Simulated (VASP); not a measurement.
# MnF2 (P4_2/mnm) in VASP: a series of runs

MnF2 is run at these levels: PBE+U; tasks: single point.

Program: VASP 6.6.1. These are calculated values, not measurements. Logs are shortened: lines on timing, memory, paths and dates and some standing lists are left out, and cuts for length are marked.

### Step 1. The cell of the first run

It takes space group P4_2/mnm (No. 136, tetragonal). Conventional cell: a = 4.851 Å, b = 4.851 Å, c = 3.304 Å, α = 90.00°, β = 90.00°, γ = 90.00°. F (site symmetry m2m) has 3 Mn at 2.09 to 2.13 Å and 1 F at 2.68 Å within 2.8 Å. Within 2.8 Å of Mn (site symmetry mmm) lie 6 F at 2.09 to 2.13 Å.

### Step 2. Single point, PBE+U, collinear spin, ferromagnetic start

INCAR reads:

```
ALGO = Normal
EDIFF = 1E-6
ENCUT = 520
GGA = PE
ISIF = 2
ISMEAR = 0
ISPIN = 2
LASPH = T
LCHARG = F
LDAU = T
LDAUJ = 0 0
LDAUL = -1 2
LDAUPRINT = 1
LDAUTYPE = 2
LDAUU = 0 3.9
LMAXMIX = 4
LORBIT = 11
LREAL = F
LWAVE = F
MAGMOM = 0 0 0 0 0.45 0.45
NBANDS = 40
NELM = 150
PREC = Accurate
SIGMA = 0.02
```

KPOINTS reads:

```
k-points
0
Gamma
  5 5 6
```

POSCAR reads:

```
MnF2
1.0
    4.8509000000      0.0000000000      0.0000000000
    0.0000000000      4.8509000000      0.0000000000
    0.0000000000      0.0000000000      3.3043000000
F Mn
4 2
Direct
    0.3046000000      0.3046000000      0.0000000000
    0.1954000000      0.8046000000      0.5000000000
    0.6954000000      0.6954000000      0.0000000000
    0.8046000000      0.1954000000      0.5000000000
    0.0000000000      0.0000000000      0.0000000000
    0.5000000000      0.5000000000      0.5000000000
```

Potentials or basis: VASP PAW PBE potentials, release 64 (F, Mn_pv).

The run is started by

```bash
> cat potpaw_PBE.64/F/POTCAR potpaw_PBE.64/Mn_pv/POTCAR > POTCAR
> mpirun -np 1 vasp_std > vasp.out
```

OUTCAR:

```text
EDIFF = 1E-6
   ENCUT = 520
   GGA = PE
   ISIF = 2
   ISMEAR = 0
   ISPIN = 2
   LASPH = T
   LORBIT = 11
   LREAL = F
   NELM = 150
   PREC = Accurate

 ion  position               nearest neighbor table
   1  0.305  0.305  0.000-   5 2.09   6 2.13   6 2.13
   2  0.195  0.805  0.500-   6 2.09   5 2.13   5 2.13
   3  0.695  0.695  0.000-   5 2.09   6 2.13   6 2.13
   4  0.805  0.195  0.500-   6 2.09   5 2.13   5 2.13
   5  0.000  0.000  0.000-   1 2.09   3 2.09   2 2.13   4 2.13   2 2.13   4 2.13
   6  0.500  0.500  0.500-   2 2.09   4 2.09   3 2.13   1 2.13   1 2.13   3 2.13

  LATTYP: Found a simple tetragonal cell.
 ALAT       =     4.8509000000
 C/A-ratio  =     0.6811725659

  Lattice vectors:

 A1 = (   4.8509000000,   0.0000000000,   0.0000000000)
 A2 = (   0.0000000000,   4.8509000000,   0.0000000000)
 A3 = (   0.0000000000,   0.0000000000,   3.3043000000)

Analysis of symmetry for initial positions (statically):
=====================================================================
 Subroutine PRICEL returns:
 Original cell was already a primitive cell.

 Routine SETGRP: Setting up the symmetry group for a
 simple tetragonal supercell.

 Subroutine GETGRP returns: Found 16 space group operations
 (whereof  8 operations were pure point group operations)
 out of a pool of 16 trial point group operations.

The static configuration has the point symmetry D_2h.
 The point group associated with its full space group is D_4h.

Analysis of symmetry for dynamics (positions and initial velocities):
=====================================================================
 Subroutine PRICEL returns:
 Original cell was already a primitive cell.

 Routine SETGRP: Setting up the symmetry group for a
 simple tetragonal supercell.

 Subroutine GETGRP returns: Found 16 space group operations
 (whereof  8 operations were pure point group operations)
 out of a pool of 16 trial point group operations.

The dynamic configuration has the point symmetry D_2h.
 The point group associated with its full space group is D_4h.

Analysis of structural, dynamic, and magnetic symmetry:
=====================================================================
 Subroutine PRICEL returns:
 Original cell was already a primitive cell.

 Routine SETGRP: Setting up the symmetry group for a
 simple tetragonal supercell.

 Subroutine GETGRP returns: Found 16 space group operations
 (whereof  8 operations were pure point group operations)
 out of a pool of 16 trial point group operations.

The overall configuration has the point symmetry D_2h.
 The point group associated with its full space group is D_4h.

 Subroutine INISYM returns: Found 16 space group operations
 (whereof  8 operations are pure point group operations),
 and found     1 'primitive' translations

----------------------------------------------------------------------------------------

                                     Primitive cell

  volume of cell :      77.7542

  direct lattice vectors                    reciprocal lattice vectors
     4.850900000  0.000000000  0.000000000     0.206147313  0.000000000  0.000000000
     0.000000000  4.850900000  0.000000000     0.000000000  0.206147313  0.000000000
     0.000000000  0.000000000  3.304300000     0.000000000  0.000000000  0.302635959

  length of vectors
     4.850900000  4.850900000  3.304300000     0.206147313  0.206147313  0.302635959

  position of ions in fractional coordinates (direct lattice)
     0.304600000  0.304600000  0.000000000
     0.195400000  0.804600000  0.500000000
     0.695400000  0.695400000  0.000000000
     0.804600000  0.195400000  0.500000000
     0.000000000  0.000000000  0.000000000
     0.500000000  0.500000000  0.500000000

  ion indices of the primitive-cell ions
   primitive index   ion index
                 1           1
                 2           2
                 3           3
                 4           4
                 5           5
                 6           6

----------------------------------------------------------------------------------------

 KPOINTS: k-points

Automatic generation of k-mesh.
[... 104 lines left out ...]
 maximum number of plane-waves:      2108
   NGX = 19   NGY = 19   NGZ = 13

atom =   5  type =  2  l = 2

 onsite density matrix

spin component  1

  0.9221  0.0000  0.1735  0.0000  0.0000
  0.0000  0.9642  0.0000 -0.0156  0.0000
  0.1735  0.0000  0.0999  0.0000 -0.0000
  0.0000 -0.0156  0.0000  0.9642  0.0000
  0.0000  0.0000 -0.0000  0.0000  0.9470

spin component  2

  0.0570  0.0000  0.0087  0.0000  0.0000
  0.0000  0.0376  0.0000 -0.0214  0.0000
  0.0087  0.0000  0.9468  0.0000 -0.0000
  0.0000 -0.0214  0.0000  0.0376  0.0000
  0.0000  0.0000 -0.0000  0.0000  0.0156

 occupancies and eigenvectors

  o =  0.0156  v =  0.0000  0.0000  0.0000  0.0000  0.0000 -0.0000  0.0000  0.0000  0.0000  1.0000      0.0000  0.0000  0.0000  0.0000  0.0000  0.0000  0.0000  0.0000  0.0000  0.0000
  o =  0.0162  v =  0.0000  0.0000  0.0000  0.0000  0.0000  0.0000 -0.7071 -0.0000 -0.7071  0.0000      0.0000  0.0000  0.0000  0.0000  0.0000  0.0000  0.0000  0.0000  0.0000  0.0000
  o =  0.0569  v =  0.0000  0.0000  0.0000  0.0000  0.0000 -1.0000 -0.0000  0.0098  0.0000 -0.0000      0.0000  0.0000  0.0000  0.0000  0.0000  0.0000  0.0000  0.0000  0.0000  0.0000
  o =  0.0590  v =  0.0000  0.0000  0.0000  0.0000  0.0000  0.0000 -0.7071 -0.0000  0.7071  0.0000      0.0000  0.0000  0.0000  0.0000  0.0000  0.0000  0.0000  0.0000  0.0000  0.0000
  o =  0.0648  v =  0.1984 -0.0000 -0.9801 -0.0000 -0.0000  0.0000  0.0000  0.0000  0.0000  0.0000      0.0000  0.0000  0.0000  0.0000  0.0000  0.0000  0.0000  0.0000  0.0000  0.0000
  o =  0.9469  v =  0.0000  0.0000  0.0000  0.0000  0.0000 -0.0098  0.0000 -1.0000  0.0000  0.0000      0.0000  0.0000  0.0000  0.0000  0.0000  0.0000  0.0000  0.0000  0.0000  0.0000
  o =  0.9470  v =  0.0000 -0.0000  0.0000 -0.0000  1.0000  0.0000  0.0000  0.0000  0.0000  0.0000      0.0000  0.0000  0.0000  0.0000  0.0000  0.0000  0.0000  0.0000  0.0000  0.0000
  o =  0.9486  v = -0.0000 -0.7071 -0.0000 -0.7071 -0.0000  0.0000  0.0000  0.0000  0.0000  0.0000      0.0000  0.0000  0.0000  0.0000  0.0000  0.0000  0.0000  0.0000  0.0000  0.0000
  o =  0.9572  v =  0.9801 -0.0000  0.1984 -0.0000 -0.0000  0.0000  0.0000  0.0000  0.0000  0.0000      0.0000  0.0000  0.0000  0.0000  0.0000  0.0000  0.0000  0.0000  0.0000  0.0000
  o =  0.9798  v = -0.0000  0.7071 -0.0000 -0.7071  0.0000  0.0000  0.0000  0.0000  0.0000  0.0000      0.0000  0.0000  0.0000  0.0000  0.0000  0.0000  0.0000  0.0000  0.0000  0.0000

atom =   6  type =  2  l = 2

 onsite density matrix

spin component  1

  0.9221  0.0000 -0.1735  0.0000 -0.0000
  0.0000  0.9642  0.0000  0.0156  0.0000
 -0.1735  0.0000  0.0999  0.0000 -0.0000
  0.0000  0.0156  0.0000  0.9642  0.0000
 -0.0000  0.0000 -0.0000  0.0000  0.9470

spin component  2

  0.0570  0.0000 -0.0087  0.0000 -0.0000
  0.0000  0.0376  0.0000  0.0214  0.0000
 -0.0087  0.0000  0.9468  0.0000 -0.0000
  0.0000  0.0214  0.0000  0.0376  0.0000
 -0.0000  0.0000 -0.0000  0.0000  0.0156

 occupancies and eigenvectors

  o =  0.0156  v =  0.0000  0.0000  0.0000  0.0000  0.0000 -0.0000  0.0000 -0.0000 -0.0000 -1.0000      0.0000  0.0000  0.0000  0.0000  0.0000  0.0000  0.0000  0.0000  0.0000  0.0000
  o =  0.0162  v =  0.0000  0.0000  0.0000  0.0000  0.0000 -0.0000  0.7071  0.0000 -0.7071  0.0000      0.0000  0.0000  0.0000  0.0000  0.0000  0.0000  0.0000  0.0000  0.0000  0.0000
  o =  0.0569  v =  0.0000  0.0000  0.0000  0.0000  0.0000 -1.0000 -0.0000 -0.0098  0.0000  0.0000      0.0000  0.0000  0.0000  0.0000  0.0000  0.0000  0.0000  0.0000  0.0000  0.0000
  o =  0.0590  v =  0.0000  0.0000  0.0000  0.0000  0.0000  0.0000 -0.7071 -0.0000 -0.7071 -0.0000      0.0000  0.0000  0.0000  0.0000  0.0000  0.0000  0.0000  0.0000  0.0000  0.0000
  o =  0.0648  v =  0.1984  0.0000  0.9801 -0.0000  0.0000  0.0000  0.0000  0.0000  0.0000  0.0000      0.0000  0.0000  0.0000  0.0000  0.0000  0.0000  0.0000  0.0000  0.0000  0.0000
  o =  0.9469  v =  0.0000  0.0000  0.0000  0.0000  0.0000 -0.0098  0.0000  1.0000  0.0000 -0.0000      0.0000  0.0000  0.0000  0.0000  0.0000  0.0000  0.0000  0.0000  0.0000  0.0000
  o =  0.9470  v =  0.0000 -0.0000 -0.0000  0.0000 -1.0000  0.0000  0.0000  0.0000  0.0000  0.0000      0.0000  0.0000  0.0000  0.0000  0.0000  0.0000  0.0000  0.0000  0.0000  0.0000
  o =  0.9486  v = -0.0000  0.7071  0.0000 -0.7071 -0.0000  0.0000  0.0000  0.0000  0.0000  0.0000      0.0000  0.0000  0.0000  0.0000  0.0000  0.0000  0.0000  0.0000  0.0000  0.0000
  o =  0.9572  v =  0.9801  0.0000 -0.1984 -0.0000  0.0000  0.0000  0.0000  0.0000  0.0000  0.0000      0.0000  0.0000  0.0000  0.0000  0.0000  0.0000  0.0000  0.0000  0.0000  0.0000
  o =  0.9798  v =  0.0000  0.7071 -0.0000  0.7071 -0.0000  0.0000  0.0000  0.0000  0.0000  0.0000      0.0000  0.0000  0.0000  0.0000  0.0000  0.0000  0.0000  0.0000  0.0000  0.0000

 number of electron      54.0000031 magnetization       6.0014568

 Free energy of the ion-electron system (eV)
  ---------------------------------------------------
  ext. energy  EPLUGINS =         0.00000000
  ---------------------------------------------------
  free energy    TOTEN  =       -33.95059610 eV

  energy without entropy =      -33.95059610  energy(sigma->0) =      -33.95059610

 E-fermi :   3.1866     XC(G=0):  -9.8231

 val. band max:        2.9742053770   @ k =   0.0000   0.0000   0.0000
 cond. band min:       4.7117526533   @ k =   0.0000   0.0000   0.0000
 fundamental gap:      1.7375472762
 Fermi energy:         3.1866127065

 spin component 1

 k-point     1 :       0.0000    0.0000    0.0000
  band No.  band energies     occupation
      1     -46.4713      1.00000
      2     -46.4713      1.00000
      3     -45.9569      1.00000
      4     -45.9569      1.00000
      5     -45.0948      1.00000
      6     -45.0925      1.00000
[... 997 lines left out ...]
     38      12.4069      0.00000
     39      13.1684      0.00000
 Fermi energy:         3.1866127065

 spin component 2

 k-point     1 :       0.0000    0.0000    0.0000
  band No.  band energies     occupation
      1     -43.2939      1.00000
      2     -43.2913      1.00000
      3     -42.9788      1.00000
      4     -42.9788      1.00000
      5     -42.1150      1.00000
      6     -42.1150      1.00000
[... 997 lines left out ...]
     38      12.9501      0.00000
     39      13.6010      0.00000
 [bands above 39 left out]

------------------------ aborting loop because EDIFF is reached ----------------------------------------

  FORCE on cell =-STRESS in cart. coord.  units (eV):
  Direction    XX          YY          ZZ          XY          YZ          ZX
  --------------------------------------------------------------------------------------
  -------------------------------------------------------------------------------------
  Total        0.9010165      0.9010165      2.7825609      0.0000000      0.0000000      0.0000000
  in kB       18.5660379     18.5660379     57.3364966      0.0000000      0.0000000      0.0000000
  external PRESSURE =      31.4895241 kB  Pullay stress =       0.0000000 kB

 VOLUME and BASIS-vectors are now :
 -----------------------------------------------------------------------------
  energy-cutoff  :      520.00
  volume of cell :       77.75
      direct lattice vectors                 reciprocal lattice vectors
     4.850900000  0.000000000  0.000000000     0.206147313  0.000000000  0.000000000
     0.000000000  4.850900000  0.000000000     0.000000000  0.206147313  0.000000000
     0.000000000  0.000000000  3.304300000     0.000000000  0.000000000  0.302635959

 POSITION                                       TOTAL-FORCE (eV/Angst)
 -----------------------------------------------------------------------------------
      1.47758      1.47758      0.00000        -0.245464     -0.245464     -0.000000
      0.94787      3.90303      1.65215         0.245464     -0.245464     -0.000000
      3.37332      3.37332      0.00000         0.245464      0.245464      0.000000
      3.90303      0.94787      1.65215        -0.245464      0.245464      0.000000
      0.00000      0.00000      0.00000         0.000000     -0.000000      0.000000
      2.42545      2.42545      1.65215         0.000000     -0.000000      0.000000
 -----------------------------------------------------------------------------------
    total drift:                                0.000000      0.000000     -0.000000

  FREE ENERGIE OF THE ION-ELECTRON SYSTEM (eV)
  ---------------------------------------------------
  free  energy   TOTEN  =       -33.9505961041 eV

  energy  without entropy=      -33.9505961041  energy(sigma->0) =      -33.95059610

 total charge

# of ion       s       p       d       tot
------------------------------------------
    1        1.734   4.373   0.000   6.107
    2        1.734   4.373   0.000   6.107
    3        1.734   4.373   0.000   6.107
    4        1.734   4.373   0.000   6.107
    5        0.166   6.149   4.972  11.287
    6        0.166   6.149   4.972  11.287
--------------------------------------------------
tot          7.266  29.791   9.945  47.002

 magnetization (x)

# of ion       s       p       d       tot
------------------------------------------
    1        0.004   0.028   0.000   0.031
    2        0.004   0.028   0.000   0.031
    3        0.004   0.028   0.000   0.031
    4        0.004   0.028   0.000   0.031
    5        0.013   0.012   2.797   2.821
    6        0.013   0.012   2.797   2.821
--------------------------------------------------
tot          0.040   0.135   5.593   5.768
```

Run time: 4.7 min. Hardware: 1 thread of Intel Xeon Platinum 8375C at 2.90GHz (Ice Lake), shared host; peak memory 0.28 GiB.

What came out:

```
Free energy                                           : -33.9506 eV
Pressure                                              : 3.1 GPa
Largest force                                         : 0.347 eV/Å
Band gap on the k mesh                                : 1.74 eV, direct
Net moment                                            : 6.00 μB per cell
Site moments                                          : F +0.03; Mn +2.82 μB
Valence electrons inside the program's atomic spheres : F 6.11; Mn 11.29
```

Forces in eV/Å, atoms in the order of the input:
```
F   -0.245 -0.245  0.000
F    0.245 -0.245  0.000
F    0.245  0.245  0.000
F   -0.245  0.245  0.000
Mn   0.000  0.000  0.000
Mn   0.000  0.000  0.000
```

Stress tensor (GPa, compression positive):
```
1.86 0.00 0.00
0.00 1.86 0.00
0.00 0.00 5.73
```

Levels at points of the mesh, in eV from the valence-band top:
Spin up:
```
           k point  band 26  band 27  band 28  band 29  band 30  band 31  band 32  band 33  band 34  band 35
(0.00, 0.00, 0.00)    -2.49    -2.41    -2.06    -0.94    -0.94     1.74     1.86     3.34     7.21     7.21
(0.00, 0.00, 0.50)    -2.59    -1.77    -1.77    -1.72    -1.72     2.29     2.29     6.63     6.63    10.24
```
Spin down:
| k point | band 22 | band 23 | band 24 | band 25 | band 26 | band 27 |
| --- | --- | --- | --- | --- | --- | --- |
| (0.00, 0.00, 0.00) | -3.93 | -1.46 | 0.00 | 2.41 | 3.58 | 3.62 |
| (0.00, 0.00, 0.50) | -4.61 | -1.03 | -1.03 | 3.55 | 3.55 | 3.78 |

Eigenvalues of the final occupation matrices:
```tsv
site	spin	trace	eigenvalues
site 5 d	1	3.90	0.06 0.95 0.95 0.96 0.98
site 5 d	2	1.09	0.02 0.02 0.06 0.06 0.95
site 6 d	1	3.90	0.06 0.95 0.95 0.96 0.98
site 6 d	2	1.09	0.02 0.02 0.06 0.06 0.95
```

Caveat: only a ferromagnetic start was run, and an antiferromagnetic order may lie lower in energy.

### Step 3. Single point, PBE+U, collinear spin, ferromagnetic start

INCAR reads:

```
SYSTEM = MnF2
  PREC = Accurate
  ENCUT = 520
  EDIFF = 1E-6
  ISMEAR = 0
  SIGMA = 0.02
  LREAL = .False.
  LASPH = .True.
  NELM = 150
  ALGO = Normal
  ISIF = 2
  LWAVE = .False.
  LCHARG = .False.
  ISPIN = 2
  MAGMOM = 0 0 0 0 6 6
  LORBIT = 11
  NUPDOWN = 12.0
  LMAXMIX = 4
  LDAU = .True.
  LDAUTYPE = 2
  LDAUL = -1 2
  LDAUU = 0 3.9
  LDAUJ = 0 0
  LDAUPRINT = 1
  GGA = PE
  NBANDS = 40
```

KPOINTS reads:

```
regular mesh
0
Gamma
  5 5 6
  0 0 0
```

POSCAR is that of step 2.

Potentials or basis: VASP PAW PBE potentials, release 64 (F, Mn_pv).

The run is started by

```bash
> cat potpaw_PBE.64/F/POTCAR potpaw_PBE.64/Mn_pv/POTCAR > POTCAR
> mpirun -np 1 vasp_std > vasp.out
```

Run time: 4.7 min. Hardware: 1 thread of Oxide Virtual Turin-like, shared host; peak memory 0.24 GiB.

It converged, with:

```yaml
Free_energy: -29.3175 eV
Pressure: 22.2 GPa
Largest_force: 0.155 eV/Å
Net_moment: 12.00 μB per cell
Site_moments: F +0.32; Mn +4.79 μB
Valence_electrons_inside_the_program's_atomic_spheres: F 6.04; Mn 11.33
```

Forces in eV/Å, atoms in the order of the input:
```
F   -0.110 -0.110  0.000
F    0.110 -0.110  0.000
F    0.110  0.110  0.000
F   -0.110  0.110  0.000
Mn   0.000  0.000  0.000
Mn   0.000  0.000  0.000
```

Stress tensor (GPa, compression positive):
```
20.63  0.00  0.00
 0.00 20.63  0.00
 0.00  0.00 25.46
```

Eigenvalues of the final occupation matrices:
```tsv
site	spin	trace	eigenvalues
site 5 d	1	4.80	0.94 0.94 0.95 0.98 0.99
site 5 d	2	0.14	0.01 0.01 0.01 0.05 0.06
site 6 d	1	4.80	0.94 0.94 0.95 0.98 0.99
site 6 d	2	0.14	0.01 0.01 0.01 0.05 0.06
```

Caveat: the total moment is fixed, so each spin has its own Fermi level; only a ferromagnetic start was run, and an antiferromagnetic order may lie lower in energy. The state reached can hang on the start; a lower one may exist.

### Step 4. Single point, PBE+U, collinear spin, ferromagnetic start

INCAR reads:

```
PREC = Accurate
ENCUT = 520
EDIFF = 1E-7
ISMEAR = 0
SIGMA = 0.02
LREAL = F
LASPH = T
NELM = 150
ALGO = Normal
ISIF = 2
LWAVE = F
LCHARG = T
ISPIN = 2
MAGMOM = 0 0 0 0 1 1
LORBIT = 11
NUPDOWN = 2.0
LMAXMIX = 4
LDAU = T
LDAUTYPE = 2
LDAUL = -1 2
LDAUU = 0 3.9
LDAUJ = 0 0
LDAUPRINT = 1
GGA = PE
LELF = T
LVHAR = T
NBANDS = 40
```

KPOINTS reads:

```
Automatic mesh
0
Gamma
  5 5 6
```

POSCAR is that of step 3.

The run is started by

```bash
> cat potpaw_PBE.64/F/POTCAR potpaw_PBE.64/Mn_pv/POTCAR > POTCAR
> mpirun -np 1 vasp_std > vasp.out
```

It took 8 min on 1 thread of Oxide Virtual Turin-like, shared host; peak memory 0.24 GiB.

Results (log left out):

| Quantity | Value |
| --- | --- |
| Free energy | -31.3021 eV |
| Pressure | -9.1 GPa |
| Largest force | 0.119 eV/Å |
| Net moment | 2.00 μB per cell |
| Site moments | F +0.00; Mn +0.95 μB |
| Valence electrons inside the program's atomic spheres | F 6.09; Mn 11.32 |

Forces on the atoms (eV/Å):
```
F    0.084  0.084  0.000
F   -0.084  0.084  0.000
F   -0.084 -0.084  0.000
F    0.084 -0.084  0.000
Mn   0.000  0.000  0.000
Mn   0.000  0.000  0.000
```

Stress tensor (GPa, compression positive):
```
 -8.31   0.00   0.00
  0.00  -8.31   0.00
  0.00   0.00 -10.58
```

Eigenvalues of the final occupation matrices:
```
    site  spin  trace               eigenvalues
site 5 d     1   2.99  0.08 0.09 0.93 0.94 0.95
site 5 d     2   2.04  0.02 0.07 0.09 0.93 0.93
site 6 d     1   2.99  0.08 0.09 0.93 0.94 0.95
site 6 d     2   2.04  0.02 0.07 0.09 0.93 0.93
```

Caveat: the total moment is fixed, so each spin has its own Fermi level; only a ferromagnetic start was run, and an antiferromagnetic order may lie lower in energy.

[end of part 1 of 2]
